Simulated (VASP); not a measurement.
# Sn2Sb (P4/nmm) in VASP: notebook

The runs below take Sn2Sb through single point, relaxation of cell and atoms, with PBE.

Program: VASP 6.6.1. These are calculated values, not measurements. Logs are shortened: lines on timing, memory, paths and dates and some standing lists are left out, and cuts for length are marked.

### Step 1. The cell of the first run

Symmetry: P4/nmm, No. 129, tetragonal system. The conventional cell has a = 4.581 Å, b = 4.581 Å, c = 6.990 Å, α = 90.00°, β = 90.00°, γ = 90.00°. Sn (site symmetry -4m2) has 8 Sn at 2.97 to 3.24 Å and 4 Sb at 3.11 Å within 3.9 Å. Within 4.0 Å of Sn (site symmetry 4mm) lie 4 Sn at 2.97 Å and 6 Sb at 3.01 to 3.98 Å. Sb (site symmetry 4mm) has 10 Sn at 3.01 to 3.98 Å within 4.0 Å.

### Step 2. Single point, PBE

The input, INCAR:

```
SYSTEM = Sn2Sb
  PREC = Accurate
  ENCUT = 520
  EDIFF = 1E-6
  ISMEAR = 0
  SIGMA = 0.1
  LREAL = .False.
  LASPH = .True.
  NELM = 60
  ALGO = Fast
  ISIF = 2
  LWAVE = .False.
  LCHARG = .False.
  GGA = PE
  NBANDS = 42
```

The input, KPOINTS:

```
regular mesh
0
Gamma
  4 4 4
  0 0 0
```

The input, POSCAR:

```
Sn2Sb
1.0
    4.5814745061      0.0000000000      0.0000000000
    0.0000000000      4.5814745061      0.0000000000
    0.0000000000      0.0000000000      6.9904211464
Sn Sb
4 2
Direct
    0.0000000000      0.0000000000      0.0000000000
    0.5000000000      0.5000000000      0.0000000000
    0.0000000000      0.5000000000      0.2700000000
    0.5000000000      0.0000000000      0.7300000000
    0.0000000000      0.5000000000      0.7000000000
    0.5000000000      0.0000000000      0.3000000000
```

Potentials or basis: VASP PAW PBE potentials, release 64 (Sn_d, Sb).

Run with:

```sh
$ cat potpaw_PBE.64/Sn_d/POTCAR potpaw_PBE.64/Sb/POTCAR > POTCAR
$ mpirun -np 1 vasp_std > vasp.out
```

OUTCAR:

```text
SYSTEM = Sn2Sb
   PREC = Accurate
   ENCUT = 520
   EDIFF = 1E-6
   ISMEAR = 0
   LREAL = .False.
   LASPH = .True.
   NELM = 60
   ISIF = 2
   GGA = PE

 ion  position               nearest neighbor table
   1  0.000  0.000  0.000-   3 2.97   4 2.97   3 2.97   4 2.97   5 3.11   5 3.11   6 3.11   6 3.11
                             2 3.24   2 3.24   2 3.24   2 3.24
   2  0.500  0.500  0.000-   3 2.97   4 2.97   4 2.97   3 2.97   5 3.11   6 3.11   6 3.11   5 3.11
                             1 3.24   1 3.24   1 3.24   1 3.24
   3  0.000  0.500  0.270-   1 2.97   2 2.97   1 2.97   2 2.97   5 3.01   6 3.25   6 3.25   6 3.25
                             6 3.25
   4  0.500  0.000  0.730-   1 2.97   2 2.97   2 2.97   1 2.97   6 3.01   5 3.25   5 3.25   5 3.25
                             5 3.25
   5  0.000  0.500  0.700-   3 3.01   2 3.11   1 3.11   1 3.11   2 3.11   4 3.25   4 3.25   4 3.25
                             4 3.25
   6  0.500  0.000  0.300-   4 3.01   2 3.11   1 3.11   2 3.11   1 3.11   3 3.25   3 3.25   3 3.25
                             3 3.25

  LATTYP: Found a simple tetragonal cell.
 ALAT       =     4.5814745061
 C/A-ratio  =     1.5258016032

  Lattice vectors:

 A1 = (   4.5814745061,   0.0000000000,   0.0000000000)
 A2 = (   0.0000000000,   4.5814745061,   0.0000000000)
 A3 = (   0.0000000000,   0.0000000000,   6.9904211464)

Analysis of symmetry for initial positions (statically):
=====================================================================
 Subroutine PRICEL returns:
 Original cell was already a primitive cell.

 Routine SETGRP: Setting up the symmetry group for a
 simple tetragonal supercell.

 Subroutine GETGRP returns: Found 16 space group operations
 (whereof  8 operations were pure point group operations)
 out of a pool of 16 trial point group operations.

The static configuration has the point symmetry D_2d.
 The point group associated with its full space group is D_4h.

Analysis of symmetry for dynamics (positions and initial velocities):
=====================================================================
 Subroutine PRICEL returns:
 Original cell was already a primitive cell.

 Routine SETGRP: Setting up the symmetry group for a
 simple tetragonal supercell.

 Subroutine GETGRP returns: Found 16 space group operations
 (whereof  8 operations were pure point group operations)
 out of a pool of 16 trial point group operations.

The dynamic configuration has the point symmetry D_2d.
 The point group associated with its full space group is D_4h.

 Subroutine INISYM returns: Found 16 space group operations
 (whereof  8 operations are pure point group operations),
 and found     1 'primitive' translations

----------------------------------------------------------------------------------------

                                     Primitive cell

  volume of cell :     146.7283

  direct lattice vectors                    reciprocal lattice vectors
     4.581474506  0.000000000  0.000000000     0.218270340  0.000000000  0.000000000
     0.000000000  4.581474506  0.000000000     0.000000000  0.218270340  0.000000000
     0.000000000  0.000000000  6.990421146     0.000000000  0.000000000  0.143052898

  length of vectors
     4.581474506  4.581474506  6.990421146     0.218270340  0.218270340  0.143052898

  position of ions in fractional coordinates (direct lattice)
     0.000000000  0.000000000  0.000000000
     0.500000000  0.500000000  0.000000000
     0.000000000  0.500000000  0.270000000
     0.500000000  0.000000000  0.730000000
     0.000000000  0.500000000  0.700000000
     0.500000000  0.000000000  0.300000000

  ion indices of the primitive-cell ions
   primitive index   ion index
                 1           1
                 2           2
                 3           3
                 4           4
                 5           5
                 6           6

----------------------------------------------------------------------------------------

 KPOINTS: regular mesh

Automatic generation of k-mesh.
 Grid dimensions read from file:
 generate k-points for:    4    4    4

 Generating k-lattice:

  Cartesian coordinates                     Fractional coordinates (reciprocal lattice)
     0.054567585  0.000000000  0.000000000     0.250000000  0.000000000  0.000000000
     0.000000000  0.054567585  0.000000000     0.000000000  0.250000000  0.000000000
     0.000000000  0.000000000  0.035763224     0.000000000  0.000000000  0.250000000

  Length of vectors
     0.054567585  0.054567585  0.035763224

  Shift w.r.t. Gamma in fractional coordinates (k-lattice)
     0.000000000  0.000000000  0.000000000

 Subroutine IBZKPT returns following result:
 ===========================================

 Found     18 irreducible k-points:

 Following reciprocal coordinates:
            Coordinates               Weight
  0.000000  0.000000  0.000000      1.000000
  0.250000  0.000000  0.000000      4.000000
[... 35 lines left out ...]
   PSTRESS=    0.0 pullay stress
   NELECT =      66.0000    total number of electrons
   NUPDOWN=      -1.0000    fix difference up-down
   EMIN   =  10.00;   EMAX   =-10.00  energy-range for DOS
   EFERMI =   0.00;   METHOD = LEGACY
   ISMEAR =     0;   SIGMA  =   0.10  broadening in eV -4-tet -1-fermi 0-gaus
   EFERMI_NEDOS =   21; number of points for ismear=-14 and -15
   IALGO  =     68    algorithm
   IMIX   =      4    mixing-type and parameters
     AMIX     =   0.40;   BMIX     =  1.00
     AMIX_MAG =   1.60;   BMIX_MAG =  1.00
  volume/ion in A,a.u.               =      24.45       165.03
  Fermi-wavevector in a.u.,A,eV,Ry     =   1.254348  2.370375 21.407269  1.573390
  Thomas-Fermi vector in A             =   2.388158
   LORBIT       =      0    0 simple, 1 ext, 2 COOP (PROOUT), +10 PAW based schemes
   GGA     = PE    functional components
   LHFCALC =     F    Hartree Fock is set to
   AEXX    =    0.0000 exact exchange contribution
   IVDW    =     0    specifies the selected vdW correction
   LEPSILON=     F    determine dielectric tensor
   LRPA    =     F    only Hartree local field effects (RPA)
 non-spin polarized calculation
 RMM-DIIS sequential band-by-band and
 Gauss-broadening in eV      SIGMA  =   0.10
  energy-cutoff  :      520.00
  volume of cell :      146.73
 maximum number of plane-waves:      3985
 NGX is ok and might be reduce to    36
   NGX = 17   NGY = 17   NGZ = 25

 number of electron      66.0000019 magnetization

 Free energy of the ion-electron system (eV)
  ---------------------------------------------------
  ext. energy  EPLUGINS =         0.00000000
  ---------------------------------------------------
  free energy    TOTEN  =       -21.15320716 eV

  energy without entropy =      -21.14238583  energy(sigma->0) =      -21.14779650

 E-fermi :   9.4886     XC(G=0): -10.6789

 val. band max:        9.4713212499   @ k =   0.0000   0.0000   0.2500
 cond. band min:       9.5708558516   @ k =   0.0000   0.0000   0.0000
 fundamental gap:      0.0995346017
 Fermi energy:         9.4886187307

 k-point     1 :       0.0000    0.0000    0.0000
  band No.  band energies     occupation
      1     -12.3669      2.00000
      2     -12.3318      2.00000
      3     -12.3318      2.00000
      4     -12.3169      2.00000
      5     -12.2677      2.00000
      6     -12.2267      2.00000
[... 34 lines left out ...]
     41      13.9573      0.00000
     42      14.5122      0.00000

 k-point     2 :       0.2500    0.0000    0.0000
  band No.  band energies     occupation
      1     -12.3299      2.00000
      2     -12.3102      2.00000
      3     -12.3033      2.00000
      4     -12.3010      2.00000
      5     -12.2471      2.00000
      6     -12.2401      2.00000
[... 34 lines left out ...]
     41      13.8850      0.00000
     42      14.1771      0.00000

 k-point     3 :       0.5000    0.0000    0.0000
  band No.  band energies     occupation
      1     -12.2890      2.00000
      2     -12.2890      2.00000
      3     -12.2481      2.00000
      4     -12.2481      2.00000
      5     -12.2446      2.00000
      6     -12.2446      2.00000
[... 627 lines left out ...]
      4     -12.2563      2.00000
      5     -12.2457      2.00000
      6     -12.2457      2.00000
[... 34 lines left out ...]
     41      14.7403      0.00000
     42      14.7403      0.00000

 k-point    18 :       0.5000    0.5000    0.5000
  band No.  band energies     occupation
      1     -12.2735      2.00000
      2     -12.2735      2.00000
      3     -12.2652      2.00000
      4     -12.2652      2.00000
      5     -12.2598      2.00000
      6     -12.2598      2.00000
[... 34 lines left out ...]
     41      15.1266      0.00000
     42      15.1267      0.00000

------------------------ aborting loop because EDIFF is reached ----------------------------------------

  FORCE on cell =-STRESS in cart. coord.  units (eV):
  Direction    XX          YY          ZZ          XY          YZ          ZX
  --------------------------------------------------------------------------------------
  -------------------------------------------------------------------------------------
  Total       16.0350967     16.0350967     11.5991853      0.0000000     -0.0000000      0.0000000
  in kB      175.0927957    175.0927957    126.6555370      0.0000000     -0.0000000      0.0000000
  external PRESSURE =     158.9470428 kB  Pullay stress =       0.0000000 kB

 VOLUME and BASIS-vectors are now :
 -----------------------------------------------------------------------------
  energy-cutoff  :      520.00
  volume of cell :      146.73
      direct lattice vectors                 reciprocal lattice vectors
     4.581474506  0.000000000  0.000000000     0.218270340  0.000000000  0.000000000
     0.000000000  4.581474506  0.000000000     0.000000000  0.218270340  0.000000000
     0.000000000  0.000000000  6.990421146     0.000000000  0.000000000  0.143052898

 POSITION                                       TOTAL-FORCE (eV/Angst)
 -----------------------------------------------------------------------------------
      0.00000      0.00000      0.00000         0.000000     -0.000000      0.000000
      2.29074      2.29074      0.00000         0.000000     -0.000000      0.000000
      0.00000      2.29074      1.88741         0.000000      0.000000      1.416871
      2.29074      0.00000      5.10301         0.000000     -0.000000     -1.416871
      0.00000      2.29074      4.89329         0.000000     -0.000000     -0.694998
      2.29074      0.00000      2.09713         0.000000     -0.000000      0.694998
 -----------------------------------------------------------------------------------
    total drift:                                0.000000      0.000000      0.000000

  FREE ENERGIE OF THE ION-ELECTRON SYSTEM (eV)
  ---------------------------------------------------
  free  energy   TOTEN  =       -21.1532071599 eV

  energy  without entropy=      -21.1423858316  energy(sigma->0) =      -21.14779650
```

Run time: 98 s. Hardware: 1 thread of Intel Xeon Platinum 8488C (Sapphire Rapids), shared host; peak memory 0.29 GiB.

Results:

```
Free energy            : -21.1532 eV
Pressure               : 15.9 GPa
Largest force          : 1.417 eV/Å
Band gap on the k mesh : zero (bands 33 and 34 overlap by 4.13 eV)
```

Forces in eV/Å, atoms in the order of the input:
```
Sn   0.000  0.000  0.000
Sn   0.000  0.000  0.000
Sn   0.000  0.000  1.417
Sn   0.000  0.000 -1.417
Sb   0.000  0.000 -0.695
Sb   0.000  0.000  0.695
```

Caveat: the cell stands under pressure; spin-orbit coupling is left out, which moves the levels of the heavy elements; forces of over 1 eV/Å act on the atoms, so gaps and moduli don't describe the material at rest.

### Step 3. Single point, PBE

This run uses another cell than the first one, of 30.37 Å³/atom.

The input, INCAR:

```
  PREC = Accurate
  ENCUT = 520
  EDIFF = 1E-7
  ISMEAR = 0
  SIGMA = 0.1
  LREAL = False
  LASPH = True
  NELM = 60
  ALGO = Fast
  ISIF = 2
  LWAVE = False
  LCHARG = False
  GGA = PE
  NBANDS = 42
```

The input, KPOINTS:

```
regular mesh
0
Gamma
  4 4 4
```

The input, POSCAR:

```
Sn2Sb
1.0
    5.0476591018      0.0000000000      0.0000000000
    0.0000000000      5.0476591018      0.0000000000
    0.0000000000      0.0000000000      7.1522971020
Sn Sb
4 2
Direct
    0.0000000000      0.0000000000      0.0000000000
    0.5000000000      0.5000000000      0.0000000000
    0.0000000000      0.5000000000      0.2901958651
    0.5000000000      0.0000000000      0.7098041349
    0.0000000000      0.5000000000      0.7120549608
    0.5000000000      0.0000000000      0.2879450392
```

Potentials or basis: VASP PAW PBE potentials, release 64 (Sn_d, Sb).

Run with:

```sh
$ cat potpaw_PBE.64/Sn_d/POTCAR potpaw_PBE.64/Sb/POTCAR > POTCAR
$ mpirun -np 1 vasp_std > vasp.out
```

It took 1.9 min on 1 thread of Intel Xeon Platinum 8488C (Sapphire Rapids), shared host; peak memory 0.34 GiB.

Results (log left out):

| Quantity | Value |
| --- | --- |
| Free energy | -22.7460 eV |
| Pressure | 0.0 GPa |
| Largest force | 0.014 eV/Å |
| Band gap on the k mesh | zero (bands 33 and 34 overlap by 3.70 eV) |

Forces on the atoms (eV/Å):
```
Sn   0.000  0.000  0.000
Sn   0.000  0.000  0.000
Sn   0.000  0.000 -0.014
Sn   0.000  0.000  0.014
Sb   0.000  0.000  0.010
Sb   0.000  0.000 -0.010
```

Levels at points of the mesh, in eV from the Fermi level:
| k point | band 28 | band 29 | band 30 | band 31 | band 32 | band 33 | band 34 | band 35 | band 36 | band 37 |
| --- | --- | --- | --- | --- | --- | --- | --- | --- | --- | --- |
| (0.00, 0.00, 0.00) | -4.00 | -1.81 | -1.48 | -1.48 | 0.26 | 0.41 | 0.43 | 0.43 | 0.73 | 0.79 |
| (0.50, 0.00, 0.00) | -2.60 | -2.46 | -2.46 | -0.90 | -0.90 | 0.17 | 0.17 | 0.23 | 0.23 | 2.01 |
| (0.50, 0.50, 0.00) | -4.30 | -3.76 | -3.76 | -2.05 | -2.05 | 2.84 | 2.84 | 3.14 | 3.14 | 3.78 |
| (0.00, 0.00, 0.50) | -3.65 | -3.38 | -2.50 | -2.50 | -0.17 | 0.01 | 1.10 | 1.10 | 1.56 | 1.56 |
| (0.50, 0.00, 0.50) | -2.55 | -2.15 | -2.15 | -0.92 | -0.92 | -0.86 | -0.86 | -0.78 | -0.78 | 2.03 |
| (0.50, 0.50, 0.50) | -4.49 | -1.61 | -1.61 | -1.22 | -1.22 | -0.25 | -0.25 | 1.87 | 1.87 | 3.35 |

Caveat: spin-orbit coupling is left out, which moves the levels of the heavy elements.

### Step 4. Relaxation of cell and atoms, PBE

The input, INCAR:

```
PREC = Accurate
ENCUT = 600
EDIFF = 1E-6
ISMEAR = 0
SIGMA = 0.1
LREAL = F
LASPH = T
NELM = 60
ALGO = Fast
ISIF = 3
LWAVE = F
LCHARG = F
GGA = PE
IBRION = 2
NSW = 90
EDIFFG = -0.04
```

KPOINTS is that of step 3.

The input, POSCAR:

```
Sn2Sb
1.0
    4.5814745061      0.0000000000      0.0000000000
    0.0000000000      4.5814745061      0.0000000000
    0.0000000000      0.0000000000      6.9904211464
Sn Sb
4 2
Direct
    0.0000000000      0.0000000000      0.0000000000
    0.5000000000      0.5000000000      0.0000000000
    0.0000000000      0.5000000000      0.2700000000
    0.5000000000      0.0000000000      0.7300000000
    0.0000000000      0.5000000000      0.7000000000
    0.5000000000      0.0000000000      0.3000000000
```

Run with:

```sh
$ cat potpaw_PBE.64/Sn_d/POTCAR potpaw_PBE.64/Sb/POTCAR > POTCAR
$ mpirun -np 1 vasp_std > vasp.out
```

Run time: 23 min. Hardware: 1 thread of Intel Xeon Platinum 8488C (Sapphire Rapids), shared host; peak memory 0.37 GiB.

It converged, with:

| Property | Result |
| --- | --- |
| Free energy | -22.7389 eV |
| Relaxed volume | 30.42 Å³/atom |
| Relaxed cell | a = 5.057 Å, b = 5.057 Å, c = 7.137 Å, α = 90.00°, β = 90.00°, γ = 90.00° |
| Space group after relaxing (to 0.1 Å) | P4/nmm (No. 129) |
| Energy gained by relaxing | 264.2 meV/atom |
| Ionic steps | 17 |
| Pressure after relaxing | 0.0 GPa |
| Largest force after relaxing | 0.034 eV/Å |
| Band gap on the k mesh | zero (bands 33 and 34 overlap by 3.66 eV) |

Forces on the atoms (eV/Å):
```
Sn   0.000  0.000  0.000
Sn   0.000  0.000  0.000
Sn   0.000  0.000  0.034
Sn   0.000  0.000 -0.034
Sb   0.000  0.000 -0.019
Sb   0.000  0.000  0.019
```

Step by step:
| step | energy change (eV) | largest force (eV/Å) | pressure (GPa) | volume (Å³) |
| --- | --- | --- | --- | --- |
| 1 | 0.0000 | 1.4167 | 15.93 | 146.73 |
| 2 | -1.1479 | 0.2126 | -4.10 | 204.61 |
| 3 | -1.4840 | 0.3811 | -0.21 | 180.96 |
| 4 | -1.4840 | 0.3676 | -0.36 | 181.69 |
| 5 | -1.5359 | 0.2290 | -0.12 | 181.06 |
| 6 | -1.5513 | 0.2637 | 0.18 | 180.52 |
| 7 | -1.5517 | 0.2809 | 0.25 | 180.41 |
| 8 | -1.5614 | 0.2439 | -0.03 | 181.63 |
| 9 | -1.5707 | 0.1763 | -0.47 | 183.78 |
| 10 | -1.5717 | 0.1453 | -0.67 | 184.76 |
| 11 | -1.5774 | 0.1056 | -0.51 | 184.19 |
| 12 | -1.5833 | 0.0527 | -0.21 | 183.12 |
| 13 | -1.5768 | 0.1405 | 0.47 | 180.99 |
| 14 | -1.5840 | 0.0582 | 0.01 | 182.55 |
| 15 | -1.5840 | 0.0590 | 0.01 | 182.59 |
| 16 | -1.5844 | 0.0492 | -0.01 | 182.57 |
| 17 | -1.5853 | 0.0343 | -0.03 | 182.49 |

Final structure:
```cif
data_structure
_symmetry_space_group_name_H-M 'P 1'
_symmetry_Int_Tables_number 1
_cell_length_a 5.0567
_cell_length_b 5.0567
_cell_length_c 7.1368
_cell_angle_alpha 90.000
_cell_angle_beta 90.000
_cell_angle_gamma 90.000
_cell_volume 182.49
loop_
_atom_site_label
_atom_site_type_symbol
_atom_site_fract_x
_atom_site_fract_y
_atom_site_fract_z
_atom_site_occupancy
Sn1 Sn 0.00000 0.00000 0.00000 1
Sn2 Sn 0.50000 0.50000 0.00000 1
Sn3 Sn 0.00000 0.50000 0.28841 1
Sn4 Sn 0.50000 0.00000 0.71159 1
Sb1 Sb 0.00000 0.50000 0.71252 1
Sb2 Sb 0.50000 0.00000 0.28748 1
```

Levels at points of the mesh, in eV from the Fermi level:
```tsv
k point	band 30	band 31	band 32	band 33	band 34	band 35
(0.00, 0.00, 0.00)	-1.48	-1.48	0.25	0.42	0.46	0.46
(0.50, 0.00, 0.00)	-2.48	-0.92	-0.92	0.16	0.16	0.24
(0.50, 0.50, 0.00)	-3.76	-2.01	-2.01	2.80	2.80	3.16
(0.00, 0.00, 0.50)	-2.49	-2.49	-0.15	0.00	1.05	1.05
(0.50, 0.00, 0.50)	-2.18	-0.92	-0.92	-0.86	-0.86	-0.78
(0.50, 0.50, 0.50)	-1.59	-1.19	-1.19	-0.22	-0.22	1.91
```

Caveat: the volume moved by over 15 % at a fixed basis, so the end points are rough; spin-orbit coupling is left out, which moves the levels of the heavy elements.

### Step 5. Overview

```tsv
task	cell	cutoff (eV)	gap on the mesh (eV)	pressure (GPa)	largest force (eV/Å)
single point	a = 4.581, b = 4.581, c = 6.990 Å, 6 atoms, atomic positions A	520	none	15.9	1.42
single point	a = 5.048, b = 5.048, c = 7.152 Å, 6 atoms, atomic positions B	520	none	0.0	0.01
relaxation of cell and atoms	relaxed from a = 4.581, b = 4.581, c = 6.990 Å, 6 atoms, atomic positions A	600	none	0.0	0.03
```

Alike in all rows: level PBE; potentials or basis VASP PAW PBE potentials, release 64 (Sn_d, Sb); no spin polarisation; k mesh 4 × 4 × 4; smearing gaussian 0.1 eV.

Caveats: spin-orbit coupling is left out, which moves the levels of the heavy elements; the cell stands under pressure (at least some runs); forces of over 1 eV/Å act on the atoms, so gaps and moduli don't describe the material at rest (at least some runs); the volume moved by over 15 % at a fixed basis, so the end points are rough (at least some runs).

Absolute energies hang on the potentials; compare differences alone.

The gap in the log of VASP goes by the Fermi energy; the results here count the filled bands.